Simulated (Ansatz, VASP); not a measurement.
**Al2Cu in VASP and in Ansatz**

The input POSCAR:

```
Al2Cu
1.0
    0.0000000000     -4.0880282815      0.0000000000
    0.0000000000      0.0000000000     -2.8513253939
   12.2640848444      0.0000000000      0.0000000000
Al Cu
6 3
Direct
    0.0000000000      0.5000000000      0.1666666667
    0.0000000000      0.5000000000      0.5000000000
    0.0000000000      0.5000000000      0.8333333333
    0.5000000000      0.5000000000      0.0000000000
    0.5000000000      0.5000000000      0.3333333333
    0.5000000000      0.5000000000      0.6666666667
    0.0000000000      0.0000000000      0.3333333333
    0.0000000000      0.0000000000      0.6666666667
    0.0000000000      0.0000000000      0.0000000000
```

INCAR.step1

```
SYSTEM = Al2Cu
  PREC = Accurate
  ENCUT = 520
  ISMEAR = 0
  SIGMA = 0.15
  LREAL = .FALSE.
  LASPH = .TRUE.
  NELM = 60
  NBANDS = 36
  GGA = PE
  ALGO = Normal
  EDIFF = 1E-4
  LWAVE = .TRUE.
  LCHARG = .FALSE.
  KPAR = 4
```

Contents of INCAR.step2:

```
SYSTEM = Al2Cu
  PREC = Accurate
  ENCUT = 520
  EDIFF = 1E-7
  ISMEAR = 0
  SIGMA = 0.15
  LREAL = .FALSE.
  LASPH = .TRUE.
  NELM = 60
  ALGO = Normal
  ISIF = 2
  LWAVE = .FALSE.
  LCHARG = .FALSE.
  METAGGA = R2SCAN
  LMIXTAU = .TRUE.
  NBANDS = 36
  ISTART = 1
  KPAR = 4
```

KPOINTS

```
regular mesh
0
G
  11 16 4
  0 0 0
```

Input for Ansatz:

```yaml
crystal:
  lattice:
    - [0.0, -4.0880282815, 0.0]
    - [0.0, 0.0, -2.8513253939]
    - [12.2640848444, 0.0, 0.0]
  atoms:
    - { symbol: Al, position: [0.0, 0.5, 0.1666666667] }
    - { symbol: Al, position: [0.0, 0.5, 0.5] }
    - { symbol: Al, position: [0.0, 0.5, 0.8333333333] }
    - { symbol: Al, position: [0.5, 0.5, 0.0] }
    - { symbol: Al, position: [0.5, 0.5, 0.3333333333] }
    - { symbol: Al, position: [0.5, 0.5, 0.6666666667] }
    - { symbol: Cu, position: [0.0, 0.0, 0.3333333333] }
    - { symbol: Cu, position: [0.0, 0.0, 0.6666666667] }
    - { symbol: Cu, position: [0.0, 0.0, 0.0] }
basis:
  ecutwfc: 500
kpoints:
  mp_grid: { grid: [11, 16, 4] }
hamiltonian:
  xc: r2scan
scf:
  occupations: { method: gaussian, width: 0.15 }
output:
  forces: true
  stress: true
  eigenvalues: true
```

Alike in both runs: task single point; functional r2SCAN; k mesh 11 × 16 × 4; occupations gaussian, width 0.15 eV; no spin polarisation.

|  | VASP | Ansatz |
| --- | --- | --- |
| version | VASP 6.6.1 | Ansatz 0.2.0 |
| potentials or method | VASP PAW PBE potentials, release 64 (Al, Cu), cutoff 520 eV | scalar-relativistic, plane waves, PAW |
| valence electrons in the cell | 51 | 75 |

Ansatz gave:

```
gap on the k mesh at the Fermi level (eV)                     : none
pressure (GPa)                                                : 0.0
traceless stress, the component that is largest in VASP (GPa) : -0.45
```

Question: Which values does VASP return?

Answer: gap on the k mesh at the Fermi level (eV): none; pressure (GPa): -0.1; traceless stress, the component that is largest in VASP (GPa): -0.44.

VASP's potentials were made for PBE, not for r2SCAN. A gap of «none» marks a metal or a gap that the smearing closes. VASP's potentials hold 51 valence electrons a cell and Ansatz's 75, so a difference there can come from the potentials and not from the codes.
